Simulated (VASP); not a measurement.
# P in VASP: a series of runs

P is run at these levels: PBE; tasks: single point, relaxation of cell and atoms.

All numbers are computed with VASP 6.6.1; they aren't measurements. Logs are shortened: lines on timing, memory, paths and dates and some standing lists are left out, and cuts for length are marked.

### Step 1. The cell of the first run

The typed cell holds 6 atoms: a = 4.824 Å, b = 4.824 Å, c = 4.563 Å, α = 90.00°, β = 90.00°, γ = 90.00°.

### Step 2. Single point, PBE

File INCAR:

```
ALGO = Normal ; EDIFF = 1E-6
ENCUT = 520 ; GGA = PE
ISIF = 2 ; ISMEAR = 0
LASPH = T ; LCHARG = T
LELF = T ; LREAL = F
LVHAR = T ; LWAVE = F
NBANDS = 24 ; NELM = 100
PREC = Accurate ; SIGMA = 0.1
```

File KPOINTS:

```
k-points
0
Gamma
  4 4 4
```

File POSCAR:

```
P
1.0
    4.8235051088      0.0000000000      0.0000000000
    0.0000000000      4.8235051088      0.0000000000
    0.0000000000      0.0000000000      4.5626906039
P
6
Direct
    0.5000000000      0.0000000000      0.7500244432
    0.0000000000      0.5000000000      0.7499755568
    0.0000000000      0.5000000000      0.2500244432
    0.5000000000      0.0000000000      0.2499755568
    0.5000000000      0.5000000000      0.7500000000
    0.5000000000      0.5000000000      0.2500000000
```

Potentials or basis: VASP PAW PBE potentials, release 64 (P).

The run is started by

```bash
cat potpaw_PBE.64/P/POTCAR > POTCAR
mpirun -np 1 vasp_std > vasp.out
```

OUTCAR:

```text
EDIFF = 1E-6
   ENCUT = 520
   GGA = PE
   ISIF = 2
   ISMEAR = 0
   LASPH = T
   LREAL = F
   NELM = 100
   PREC = Accurate

 ion  position               nearest neighbor table
   1  0.500  0.000  0.750-   4 2.28   4 2.28   5 2.41   5 2.41
   2  0.000  0.500  0.750-   3 2.28   3 2.28   5 2.41   5 2.41
   3  0.000  0.500  0.250-   2 2.28   2 2.28   6 2.41   6 2.41
   4  0.500  0.000  0.250-   1 2.28   1 2.28   6 2.41   6 2.41
   5  0.500  0.500  0.750-   6 2.28   6 2.28   1 2.41   2 2.41   1 2.41   2 2.41
   6  0.500  0.500  0.250-   5 2.28   5 2.28   3 2.41   4 2.41   4 2.41   3 2.41

  LATTYP: Found a simple tetragonal cell.
 ALAT       =     4.8235051088
 C/A-ratio  =     0.9459284278

  Lattice vectors:

 A1 = (   4.8235051088,   0.0000000000,   0.0000000000)
 A2 = (   0.0000000000,   4.8235051088,   0.0000000000)
 A3 = (   0.0000000000,   0.0000000000,   4.5626906039)

Analysis of symmetry for initial positions (statically):
=====================================================================
 Subroutine PRICEL returns:
 Original cell was already a primitive cell.

 Routine SETGRP: Setting up the symmetry group for a
 simple tetragonal supercell.

 Subroutine GETGRP returns: Found 16 space group operations
 (whereof  8 operations were pure point group operations)
 out of a pool of 16 trial point group operations.

The static configuration has the point symmetry D_2h.
 The point group associated with its full space group is D_4h.

Analysis of symmetry for dynamics (positions and initial velocities):
=====================================================================
 Subroutine PRICEL returns:
 Original cell was already a primitive cell.

 Routine SETGRP: Setting up the symmetry group for a
 simple tetragonal supercell.

 Subroutine GETGRP returns: Found 16 space group operations
 (whereof  8 operations were pure point group operations)
 out of a pool of 16 trial point group operations.

The dynamic configuration has the point symmetry D_2h.
 The point group associated with its full space group is D_4h.

 Subroutine INISYM returns: Found 16 space group operations
 (whereof  8 operations are pure point group operations),
 and found     1 'primitive' translations

----------------------------------------------------------------------------------------

                                     Primitive cell

[... 92 lines left out ...]
   LREAL  =      F    real-space projection
   EDIFFG = 0.1E-04   stopping-criterion for IOM
   NSW    =      0    number of steps for IOM
   IBRION =     -1    ionic relax: 0-MD 1-quasi-New 2-CG
   NFREE  =      0    steps in history (QN), initial steepest desc. (CG)
   ISIF   =      2    stress and relaxation
   ISYM   =      2    0-nonsym 1-usesym 2-fastsym
   POTIM  = 0.5000    time-step for ionic-motion
   TEBEG  =    0.0;   TEEND  =   0.0 temperature during run
   PSTRESS=    0.0 pullay stress
   NELECT =      30.0000    total number of electrons
   NUPDOWN=      -1.0000    fix difference up-down
   EMIN   =  10.00;   EMAX   =-10.00  energy-range for DOS
   EFERMI =   0.00;   METHOD = LEGACY
   ISMEAR =     0;   SIGMA  =   0.10  broadening in eV -4-tet -1-fermi 0-gaus
   EFERMI_NEDOS =   21; number of points for ismear=-14 and -15
   IALGO  =     38    algorithm
   IMIX   =      4    mixing-type and parameters
     AMIX     =   0.40;   BMIX     =  1.00
     AMIX_MAG =   1.60;   BMIX_MAG =  1.00
  volume/ion in A,a.u.               =      17.69       119.40
  Fermi-wavevector in a.u.,A,eV,Ry     =   1.074319  2.030168 15.703305  1.154160
  Thomas-Fermi vector in A             =   2.210143
   LORBIT       =      0    0 simple, 1 ext, 2 COOP (PROOUT), +10 PAW based schemes
   GGA     = PE    functional components
   LHFCALC =     F    Hartree Fock is set to
   AEXX    =    0.0000 exact exchange contribution
   IVDW    =     0    specifies the selected vdW correction
   LEPSILON=     F    determine dielectric tensor
   LRPA    =     F    only Hartree local field effects (RPA)
 non-spin polarized calculation
 Gauss-broadening in eV      SIGMA  =   0.10
  energy-cutoff  :      520.00
  volume of cell :      106.16
 maximum number of plane-waves:      2888
 NGX is ok and might be reduce to    36

 number of electron      29.9999989 magnetization

 Free energy of the ion-electron system (eV)
  ---------------------------------------------------
  ext. energy  EPLUGINS =         0.00000000
  ---------------------------------------------------
  free energy    TOTEN  =       -29.83674663 eV

  energy without entropy =      -29.82290076  energy(sigma->0) =      -29.82982369

 E-fermi :   6.7824     XC(G=0): -10.1276

 val. band max:        6.7506979639   @ k =   0.5000   0.5000   0.2500
 cond. band min:       6.8035313618   @ k =   0.5000   0.0000   0.2500
 fundamental gap:      0.0528333980
 Fermi energy:         6.7823887885

 k-point     1 :       0.0000    0.0000    0.0000
  band No.  band energies     occupation
      1      -9.1325      2.00000
      2      -5.3601      2.00000
      3      -3.3695      2.00000
      4      -2.7742      2.00000
      5      -1.4372      2.00000
      6      -0.9997      2.00000
[... 475 lines left out ...]
     23       9.5811      0.00000
     24       9.5811      0.00000

------------------------ aborting loop because EDIFF is reached ----------------------------------------

  FORCE on cell =-STRESS in cart. coord.  units (eV):
  Direction    XX          YY          ZZ          XY          YZ          ZX
  --------------------------------------------------------------------------------------
  -------------------------------------------------------------------------------------
  Total        0.0160451      0.0160451     -0.2773117     -0.0000000      0.0000000      0.0000000
  in kB        0.2421623      0.2421623     -4.1853552     -0.0000000      0.0000000      0.0000000
  external PRESSURE =      -1.2336768 kB  Pullay stress =       0.0000000 kB

 VOLUME and BASIS-vectors are now :
 -----------------------------------------------------------------------------
  energy-cutoff  :      520.00
  volume of cell :      106.16
      direct lattice vectors                 reciprocal lattice vectors
     4.823505109  0.000000000  0.000000000     0.207318118  0.000000000  0.000000000
     0.000000000  4.823505109  0.000000000     0.000000000  0.207318118  0.000000000
     0.000000000  0.000000000  4.562690604     0.000000000  0.000000000  0.219168926

 POSITION                                       TOTAL-FORCE (eV/Angst)
 -----------------------------------------------------------------------------------
      2.41175      0.00000      3.42213         0.000000      0.000000     -0.000825
      0.00000      2.41175      3.42191        -0.000000      0.000000      0.000825
      0.00000      2.41175      1.14078         0.000000      0.000000     -0.000825
      2.41175      0.00000      1.14056         0.000000     -0.000000      0.000825
      2.41175      2.41175      3.42202         0.000000      0.000000      0.000000
      2.41175      2.41175      1.14067         0.000000      0.000000      0.000000
 -----------------------------------------------------------------------------------
    total drift:                               -0.000000      0.000000      0.000000

  FREE ENERGIE OF THE ION-ELECTRON SYSTEM (eV)
  ---------------------------------------------------
  free  energy   TOTEN  =       -29.8367466297 eV

  energy  without entropy=      -29.8229007594  energy(sigma->0) =      -29.82982369
```

It took 55 s on 1 thread of Oxide Virtual Turin-like, shared host; peak memory 0.16 GiB.

Results:

| Item | Value |
| --- | --- |
| Free energy | -29.8367 eV |
| Pressure | -0.1 GPa |
| Band gap on the k mesh | zero (band 15 reaches 7.14 eV, above the bottom of band 16 at 5.98 eV) |

Levels at points of the mesh, in eV from the Fermi level:
```tsv
k point	band 11	band 12	band 13	band 14	band 15	band 16	band 17	band 18	band 19	band 20
(0.00, 0.00, 0.00)	-3.43	-3.43	-2.49	-1.96	-1.96	2.13	2.13	2.43	2.43	2.71
(0.50, 0.00, 0.00)	-3.48	-3.29	-3.24	-1.66	-1.17	1.34	1.58	2.47	3.37	3.55
(0.50, 0.50, 0.00)	-2.57	-1.79	-1.79	-0.63	-0.40	-0.37	1.40	3.28	3.28	3.76
(0.00, 0.00, 0.50)	-1.21	-1.21	-0.48	-0.48	-0.47	-0.47	1.94	1.94	3.83	3.83
(0.50, 0.00, 0.50)	-1.74	-1.74	-1.19	-1.19	-0.17	-0.17	0.32	0.32	2.09	2.10
(0.50, 0.50, 0.50)	-0.94	-0.94	-0.94	-0.94	-0.80	-0.80	1.04	1.04	2.17	2.17
```

### Step 3. Single point, PBE

This run uses another cell than the first one: it holds 3 atoms, not 6.

File INCAR:

```
ALGO = Normal
EDIFF = 1E-7
ENCUT = 520
GGA = PE
ISIF = 2
ISMEAR = 0
LASPH = T
LCHARG = F
LREAL = F
LWAVE = F
NBANDS = 14
NELM = 100
PREC = Accurate
SIGMA = 0.1
```

File KPOINTS:

```
k-points
0
Gamma
  10 10 20
```

File POSCAR:

```
P
1.0
    4.7936640766      0.0000000000      0.0000000000
    0.0000000000      4.7936640766      0.0000000000
    0.0000000000      0.0000000000      2.3267670795
P
3
Direct
    0.5000000000      0.0000000000      0.5000000000
    0.0000000000      0.5000000000      0.5000000000
    0.5000000000      0.5000000000      0.5000000000
```

Potentials or basis: VASP PAW PBE potentials, release 64 (P).

The run is started by

```bash
cat potpaw_PBE.64/P/POTCAR > POTCAR
mpirun -np 1 vasp_std > vasp.out
```

Run time: 2 min. Hardware: 1 thread of Oxide Virtual Turin-like, shared host; peak memory 0.21 GiB.

The run converged. Its results:

- Free energy: -14.8572 eV
- Pressure: -0.2 GPa

Stress tensor (GPa, compression positive):
```
-0.19  0.00  0.00
 0.00 -0.19  0.00
 0.00  0.00 -0.29
```

Levels at points of the mesh, in eV from the Fermi level:
```csv
k point,band 5,band 6,band 7,band 8,band 9,band 10,band 11,band 12
"(0.00, 0.00, 0.00)",-7.85,-1.76,-1.76,2.72,3.79,6.73,6.73,7.48
"(0.50, 0.00, 0.00)",-3.31,-3.15,-1.53,-1.13,6.55,7.03,7.33,7.93
"(0.50, 0.50, 0.00)",-2.47,-1.74,-1.74,-0.48,-0.12,6.78,6.78,8.63
"(0.00, 0.00, 0.50)",-3.83,-3.83,-3.57,-2.80,2.01,2.01,2.30,2.30
"(0.50, 0.00, 0.50)",-4.43,-4.20,-3.64,1.15,1.42,2.36,3.13,3.25
"(0.50, 0.50, 0.50)",-5.95,-5.95,-0.60,1.16,2.98,2.98,3.70,3.84
```

### Step 4. Relaxation of cell and atoms, PBE

This run uses another cell than the first one: it holds 3 atoms, not 6.

File INCAR:

```
SYSTEM = P
PREC     = Accurate       ! precision mode
ENCUT    = 600            ! plane-wave cutoff, eV
EDIFF    = 1E-6           ! SCF threshold, eV
ISMEAR   = 0              ! smearing method
SIGMA    = 0.1            ! smearing width, eV
LREAL    = .FALSE.        ! projectors in reciprocal space
LASPH    = .TRUE.         ! aspherical terms in the spheres
NELM     = 100            ! most SCF steps
ALGO     = Normal         ! electronic algorithm
ISIF     = 3              ! what is computed and relaxed
LWAVE    = .FALSE.        ! write WAVECAR
LCHARG   = .FALSE.        ! write CHGCAR
GGA      = PE             ! functional
IBRION   = 2              ! ionic algorithm
NSW      = 100            ! ionic steps
EDIFFG   = -0.01          ! ionic threshold
```

File KPOINTS:

```
Automatic mesh
0
G
  10 10 20
  0 0 0
```

File POSCAR:

```
P
1.0
    4.8235051088      0.0000000000      0.0000000000
    0.0000000000      4.8235051088      0.0000000000
    0.0000000000      0.0000000000      2.2813453019
P
3
Direct
    0.5000000000      0.0000000000      0.5000000000
    0.0000000000      0.5000000000      0.5000000000
    0.5000000000      0.5000000000      0.5000000000
```

The run is started by

```bash
cat potpaw_PBE.64/P/POTCAR > POTCAR
mpirun -np 1 vasp_std > vasp.out
```

Wall time 6.5 min (1 thread of Oxide Virtual Turin-like, shared host); peak memory 0.23 GiB.

Results (log left out):

```
Free energy                            : -14.8575 eV
Relaxed volume                         : 17.78 Å³/atom
Relaxed cell                           : a = 4.790 Å, b = 4.790 Å, c = 2.324 Å, α = 90.00°, β = 90.00°, γ = 90.00°
Space group after relaxing (to 0.05 Å) : P4/mmm (No. 123)
Energy gained by relaxing              : 5.9 meV/atom
Ionic steps                            : 8
Pressure after relaxing                : 0.0 GPa
```

The path:
```
step  energy change (eV)  largest force (eV/Å)  pressure (GPa)  volume (Å³)
   1              0.0000                0.0000            1.17        53.08
   2             -0.0150                0.0000           -1.12        54.06
   3             -0.0163                0.0000           -0.67        53.87
   4             -0.0177                0.0000           -0.12        53.39
   5             -0.0177                0.0000           -0.12        53.40
   6             -0.0177                0.0000           -0.15        53.41
   7             -0.0177                0.0000            0.05        53.30
   8             -0.0177                0.0000            0.01        53.33
```

Final structure:
```
P
1.0
     4.79006    0.00000    0.00000
     0.00000    4.79006    0.00000
     0.00000    0.00000    2.32432
P
3
Direct
  0.50000 0.00000 0.50000
  0.00000 0.50000 0.50000
  0.50000 0.50000 0.50000
```

Levels at points of the mesh, in eV from the Fermi level:
| k point | band 6 | band 7 | band 8 | band 9 | band 10 | band 11 |
| --- | --- | --- | --- | --- | --- | --- |
| (0.00, 0.00, 0.00) | -1.77 | -1.77 | 2.71 | 3.78 | 6.75 | 6.75 |
| (0.50, 0.00, 0.00) | -3.17 | -1.54 | -1.13 | 6.56 | 7.03 | 7.33 |
| (0.50, 0.50, 0.00) | -1.74 | -1.74 | -0.48 | -0.13 | 6.78 | 6.78 |
| (0.00, 0.00, 0.50) | -3.84 | -3.58 | -2.78 | 2.00 | 2.00 | 2.31 |
| (0.50, 0.00, 0.50) | -4.21 | -3.65 | 1.16 | 1.43 | 2.35 | 3.15 |
| (0.50, 0.50, 0.50) | -5.97 | -0.60 | 1.16 | 3.00 | 3.00 | 3.72 |

### Step 5. Summary

```tsv
task	cell	k mesh	cutoff (eV)	gap on the mesh (eV)	pressure (GPa)
single point	a = 4.824, b = 4.824, c = 4.563 Å, 6 atoms	4 × 4 × 4	520	none	-0.1
single point	a = 4.794, b = 4.794, c = 2.327 Å, 3 atoms	10 × 10 × 20	520	none	-0.2
relaxation of cell and atoms	relaxed from a = 4.824, b = 4.824, c = 2.281 Å, 3 atoms	10 × 10 × 20	600	none	0.0
```

Alike in all rows: level PBE; potentials or basis VASP PAW PBE potentials, release 64 (P); no spin polarisation; smearing gaussian 0.1 eV.

Total energies depend on the potentials used, so only differences within one code and one set of settings carry meaning.
